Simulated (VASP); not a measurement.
# SeBrO (Pmmn) in VASP: single point with PBE

Aim: the single point of SeBrO with PBE.

All numbers are computed with VASP 6.6.1; they aren't measurements. Logs are shortened: lines on timing, memory, paths and dates and some standing lists are left out, and cuts for length are marked.

**1. The cell of the first run**

Symmetry: Pmmn, No. 59, orthorhombic system. The conventional cell has a = 3.292 Å, b = 3.691 Å, c = 7.885 Å, α = 90.00°, β = 90.00°, γ = 90.00°. Within 2.6 Å of Se (site symmetry mm2) lie 4 O at 1.95 to 1.99 Å and 2 Br at 2.41 Å. Within 2.6 Å of O (site symmetry mm2) lie 4 Se at 1.95 to 1.99 Å and 4 O at 2.49 Å. Within 3.3 Å of Br (site symmetry mm2) lie 2 Se at 2.41 Å and 1 O at 2.81 Å and 2 Br at 3.29 Å.

**2. Single point, PBE**

File INCAR:

```
  PREC = Accurate
  ENCUT = 520
  EDIFF = 1E-6
  ISMEAR = -1
  SIGMA = 0.1
  LREAL = False
  LASPH = True
  NELM = 80
  ALGO = Normal
  ISIF = 2
  LWAVE = False
  LCHARG = True
  GGA = PE
  LELF = True
  LVHAR = True
  NBANDS = 28
```

File KPOINTS:

```
regular mesh
0
Gamma
  9 10 5
```

File POSCAR:

```
SeBrO
1.0
    3.6913730000      0.0000000000      0.0000000000
    0.0000000000      3.2920590000      0.0000000000
    0.0000000000      0.0000000000      7.8850780000
Se O Br
2 2 2
Direct
    0.0000000000      0.5000000000      0.1130000000
    0.5000000000      0.0000000000      0.8870000000
    0.0000000000      0.0000000000      0.9800000000
    0.5000000000      0.5000000000      0.0200000000
    0.0000000000      0.0000000000      0.3360000000
    0.5000000000      0.5000000000      0.6640000000
```

Potentials or basis: VASP PAW PBE potentials, release 64 (Se, O, Br).

Launch:

```sh
$ cat potpaw_PBE.64/Se/POTCAR potpaw_PBE.64/O/POTCAR potpaw_PBE.64/Br/POTCAR > POTCAR
$ mpirun -np 1 vasp_std > vasp.out
```

OUTCAR:

```text
PREC = Accurate
   ENCUT = 520
   EDIFF = 1E-6
   ISMEAR = -1
   LREAL = False
   LASPH = True
   NELM = 80
   ISIF = 2
   GGA = PE

 ion  position               nearest neighbor table
   1  0.000  0.500  0.113-   3 1.95   3 1.95   4 1.99   4 1.99   5 2.41   5 2.41
   2  0.500  0.000  0.887-   4 1.95   4 1.95   3 1.99   3 1.99   6 2.41   6 2.41
   3  0.000  0.000  0.980-   1 1.95   1 1.95   2 1.99   2 1.99
   4  0.500  0.500  0.020-   2 1.95   2 1.95   1 1.99   1 1.99
   5  0.000  0.000  0.336-   1 2.41   1 2.41
   6  0.500  0.500  0.664-   2 2.41   2 2.41

  LATTYP: Found a simple orthorhombic cell.
 ALAT       =     3.2920590000
 B/A-ratio  =     1.1212961250
 C/A-ratio  =     2.3951812528

  Lattice vectors:

 A1 = (   0.0000000000,  -3.2920590000,   0.0000000000)
 A2 = (   3.6913730000,   0.0000000000,   0.0000000000)
 A3 = (   0.0000000000,   0.0000000000,   7.8850780000)

Analysis of symmetry for initial positions (statically):
=====================================================================
 Subroutine PRICEL returns:
 Original cell was already a primitive cell.

 Routine SETGRP: Setting up the symmetry group for a
 simple orthorhombic supercell.

 Subroutine GETGRP returns: Found  8 space group operations
 (whereof  4 operations were pure point group operations)
 out of a pool of  8 trial point group operations.

The static configuration has the point symmetry C_2v.
 The point group associated with its full space group is D_2h.

Analysis of symmetry for dynamics (positions and initial velocities):
=====================================================================
 Subroutine PRICEL returns:
 Original cell was already a primitive cell.

 Routine SETGRP: Setting up the symmetry group for a
 simple orthorhombic supercell.

 Subroutine GETGRP returns: Found  8 space group operations
 (whereof  4 operations were pure point group operations)
 out of a pool of  8 trial point group operations.

The dynamic configuration has the point symmetry C_2v.
 The point group associated with its full space group is D_2h.

 Subroutine INISYM returns: Found  8 space group operations
 (whereof  4 operations are pure point group operations),
 and found     1 'primitive' translations

----------------------------------------------------------------------------------------

                                     Primitive cell

  volume of cell :      95.8212

  direct lattice vectors                    reciprocal lattice vectors
     3.691373000  0.000000000  0.000000000     0.270901911  0.000000000  0.000000000
     0.000000000  3.292059000  0.000000000     0.000000000  0.303761263  0.000000000
     0.000000000  0.000000000  7.885078000     0.000000000  0.000000000  0.126821827

  length of vectors
     3.691373000  3.292059000  7.885078000     0.270901911  0.303761263  0.126821827

  position of ions in fractional coordinates (direct lattice)
     0.000000000  0.500000000  0.113000000
     0.500000000  0.000000000  0.887000000
     0.000000000  0.000000000  0.980000000
     0.500000000  0.500000000  0.020000000
     0.000000000  0.000000000  0.336000000
     0.500000000  0.500000000  0.664000000

  ion indices of the primitive-cell ions
   primitive index   ion index
                 1           1
                 2           2
                 3           3
                 4           4
                 5           5
                 6           6

----------------------------------------------------------------------------------------

 KPOINTS: regular mesh

Automatic generation of k-mesh.
 Grid dimensions read from file:
 generate k-points for:    9   10    5

 Generating k-lattice:

  Cartesian coordinates                     Fractional coordinates (reciprocal lattice)
     0.030100212  0.000000000  0.000000000     0.111111111  0.000000000  0.000000000
     0.000000000  0.030376126  0.000000000     0.000000000  0.100000000  0.000000000
     0.000000000  0.000000000  0.025364365     0.000000000  0.000000000  0.200000000

  Length of vectors
     0.030100212  0.030376126  0.025364365

  Shift w.r.t. Gamma in fractional coordinates (k-lattice)
     0.000000000  0.000000000  0.000000000

 Subroutine IBZKPT returns following result:
 ===========================================

 Found     90 irreducible k-points:

 Following reciprocal coordinates:
            Coordinates               Weight
  0.000000  0.000000  0.000000      1.000000
  0.111111  0.000000  0.000000      2.000000
  0.222222  0.000000  0.000000      2.000000
  0.333333  0.000000  0.000000      2.000000
  0.444444  0.000000  0.000000      2.000000
  0.000000  0.100000  0.000000      2.000000
[... 16 lines left out ...]
  0.222222  0.400000  0.000000      4.000000
  0.333333  0.400000  0.000000      4.000000
 [... further k-points ...]
   k-points           NKPTS =     90   k-points in BZ     NKDIM =     90   number of bands    NBANDS=     28
   number of dos      NEDOS =    301   number of ions     NIONS =      6
   total plane-waves  NPLWV =  40320
   dimension x,y,z NGX =    28 NGY =   24 NGZ =   60
   dimension x,y,z NGXF=    56 NGYF=   48 NGZF=  120
   ions per type =               2   2   2
   NGX,Y,Z   is equivalent  to a cutoff of  12.61, 12.12, 12.65 a.u.
   NGXF,Y,Z  is equivalent  to a cutoff of  25.22, 24.24, 25.30 a.u.
 SYSTEM =  unknown system
   PREC   = accura    normal or accurate (medium, high low for compatibility)
   ISTART =      0    job   : 0-new  1-cont  2-samecut
   ICHARG =      2    charge: 1-file 2-atom 10-const
   ISPIN  =      1    spin polarized calculation?
   LNONCOLLINEAR =      F non collinear calculations
   LSORBIT =      F    spin-orbit coupling
   LASPH  =      T    aspherical Exc in radial PAW
   ENCUT  =  520.0 eV  38.22 Ry    6.18 a.u.   6.86  6.12 14.66*2*pi/ulx,y,z
   NELM   =     80;   NELMIN=  2; NELMDL= -5     # of ELM steps
   EDIFF  = 0.1E-05   stopping-criterion for ELM
   LREAL  =      F    real-space projection
   EDIFFG = 0.1E-04   stopping-criterion for IOM
   NSW    =      0    number of steps for IOM
   IBRION =     -1    ionic relax: 0-MD 1-quasi-New 2-CG
   NFREE  =      0    steps in history (QN), initial steepest desc. (CG)
   ISIF   =      2    stress and relaxation
   ISYM   =      2    0-nonsym 1-usesym 2-fastsym
   POTIM  = 0.5000    time-step for ionic-motion
   TEBEG  =    0.0;   TEEND  =   0.0 temperature during run
   PSTRESS=    0.0 pullay stress
   NELECT =      38.0000    total number of electrons
   NUPDOWN=      -1.0000    fix difference up-down
   EMIN   =  10.00;   EMAX   =-10.00  energy-range for DOS
   EFERMI =   0.00;   METHOD = LEGACY
   ISMEAR =    -1;   SIGMA  =   0.10  broadening in eV -4-tet -1-fermi 0-gaus
   EFERMI_NEDOS =   21; number of points for ismear=-14 and -15
   IALGO  =     38    algorithm
   IMIX   =      4    mixing-type and parameters
     AMIX     =   0.40;   BMIX     =  1.00
     AMIX_MAG =   1.60;   BMIX_MAG =  1.00
  volume/ion in A,a.u.               =      15.97       107.77
  Fermi-wavevector in a.u.,A,eV,Ry     =   1.202769  2.272904 19.682909  1.446653
  Thomas-Fermi vector in A             =   2.338541
   LORBIT       =      0    0 simple, 1 ext, 2 COOP (PROOUT), +10 PAW based schemes
   GGA     = PE    functional components
   LHFCALC =     F    Hartree Fock is set to
   AEXX    =    0.0000 exact exchange contribution
   IVDW    =     0    specifies the selected vdW correction
   LEPSILON=     F    determine dielectric tensor
   LRPA    =     F    only Hartree local field effects (RPA)
 non-spin polarized calculation
  energy-cutoff  :      520.00
  volume of cell :       95.82
 maximum number of plane-waves:      2608
 NGX is ok and might be reduce to    28
   NGX = 13   NGY = 13   NGZ = 29

 number of electron      38.0000002 magnetization

 Free energy of the ion-electron system (eV)
  ---------------------------------------------------
  ext. energy  EPLUGINS =         0.00000000
  ---------------------------------------------------
  free energy    TOTEN  =       -14.91703398 eV

  energy without entropy =      -14.82725142  energy(sigma->0) =      -14.87214270

 E-fermi :   6.9724     XC(G=0): -10.2924

 val. band max:        6.9722357107   @ k =   0.3333   0.1000   0.4000
 cond. band min:       7.0131079106   @ k =   0.2222   0.3000   0.0000
 fundamental gap:      0.0408721998
 Fermi energy:         6.9723539467

 k-point     1 :       0.0000    0.0000    0.0000
  band No.  band energies     occupation
      1     -18.6922      2.00000
      2     -14.2763      2.00000
      3     -11.9517      2.00000
      4     -11.1585      2.00000
      5      -7.5534      2.00000
      6      -5.4284      2.00000
[... 20 lines left out ...]
     27      12.4209      0.00000
     28      13.9953      0.00000

 k-point     2 :       0.1111    0.0000    0.0000
  band No.  band energies     occupation
      1     -18.5944      2.00000
      2     -14.4542      2.00000
      3     -11.9234      2.00000
      4     -11.1431      2.00000
      5      -7.6753      2.00000
      6      -5.0618      2.00000
[... 20 lines left out ...]
     27      12.4964      0.00000
     28      14.0102      0.00000

 k-point     3 :       0.2222    0.0000    0.0000
  band No.  band energies     occupation
      1     -18.3049      2.00000
      2     -14.9581      2.00000
      3     -11.8108      2.00000
      4     -11.1125      2.00000
      5      -7.8060      2.00000
      6      -5.4786      2.00000
[... 20 lines left out ...]
     27      13.1489      0.00000
     28      14.0150      0.00000

 k-point     4 :       0.3333    0.0000    0.0000
  band No.  band energies     occupation
      1     -17.8352      2.00000
      2     -15.6773      2.00000
      3     -11.6061      2.00000
      4     -11.1104      2.00000
      5      -7.7553      2.00000
      6      -6.3046      2.00000
[... 578 lines left out ...]
     27      13.7350      0.00000
     28      14.1609      0.00000

 k-point    23 :       0.2222    0.4000    0.0000
  band No.  band energies     occupation
      1     -16.9173      2.00000
      2     -15.6807      2.00000
      3     -10.6358      2.00000
      4     -10.0607      2.00000
      5      -9.3355      2.00000
      6      -8.7459      2.00000
[... 20 lines left out ...]
     27      13.6652      0.00000
     28      13.6720      0.00000

 k-point    24 :       0.3333    0.4000    0.0000
  band No.  band energies     occupation
      1     -16.5783      2.00000
      2     -15.6949      2.00000
      3     -10.8384      2.00000
      4     -10.1490      2.00000
      5      -9.5689      2.00000
      6      -9.4084      2.00000
[... 20 lines left out ...]
     27      12.9642      0.00000
     28      12.9932      0.00000

 [... further k-points ...]

------------------------ aborting loop because EDIFF is reached ----------------------------------------

  FORCE on cell =-STRESS in cart. coord.  units (eV):
  Direction    XX          YY          ZZ          XY          YZ          ZX
  --------------------------------------------------------------------------------------
  -------------------------------------------------------------------------------------
  Total       27.6221957     33.3011867     27.7998871      0.0000000      0.0000000      0.0000000
  in kB      461.8566974    556.8122196    464.8277842      0.0000000      0.0000000      0.0000000
  external PRESSURE =     494.4989004 kB  Pullay stress =       0.0000000 kB

 VOLUME and BASIS-vectors are now :
 -----------------------------------------------------------------------------
  energy-cutoff  :      520.00
  volume of cell :       95.82
      direct lattice vectors                 reciprocal lattice vectors
     3.691373000  0.000000000  0.000000000     0.270901911  0.000000000  0.000000000
     0.000000000  3.292059000  0.000000000     0.000000000  0.303761263  0.000000000
     0.000000000  0.000000000  7.885078000     0.000000000  0.000000000  0.126821827

 POSITION                                       TOTAL-FORCE (eV/Angst)
 -----------------------------------------------------------------------------------
      0.00000      1.64603      0.89101         0.000000      0.000000      2.034984
      1.84569      0.00000      6.99406         0.000000      0.000000     -2.034984
      0.00000      0.00000      7.72738         0.000000      0.000000     -1.133693
      1.84569      1.64603      0.15770         0.000000      0.000000      1.133693
      0.00000      0.00000      2.64939         0.000000      0.000000      4.009645
      1.84569      1.64603      5.23569         0.000000      0.000000     -4.009645
 -----------------------------------------------------------------------------------
    total drift:                                0.000000      0.000000     -0.000000

  FREE ENERGIE OF THE ION-ELECTRON SYSTEM (eV)
  ---------------------------------------------------
  free  energy   TOTEN  =       -14.9170339780 eV

  energy  without entropy=      -14.8272514157  energy(sigma->0) =      -14.87214270
```

Run time: 4.9 min. Hardware: 1 thread of AMD EPYC 7R43 (Zen 3), shared host; peak memory 0.3 GiB.

What came out:

```yaml
Free_energy: -14.9170 eV
Pressure: 49.4 GPa
Largest_force: 4.010 eV/Å
Band_gap_on_the_k_mesh: zero (bands 19 and 20 overlap by 1.96 eV)
```

Forces on the atoms (eV/Å):
```
Se   0.000  0.000  2.035
Se   0.000  0.000 -2.035
O    0.000  0.000 -1.134
O    0.000  0.000  1.134
Br   0.000  0.000  4.010
Br   0.000  0.000 -4.010
```

Stress tensor (GPa, compression positive):
```
46.19  0.00  0.00
 0.00 55.68  0.00
 0.00  0.00 46.48
```

Caveat: the cell stands under pressure; forces of over 1 eV/Å act on the atoms, so gaps and moduli don't describe the material at rest.
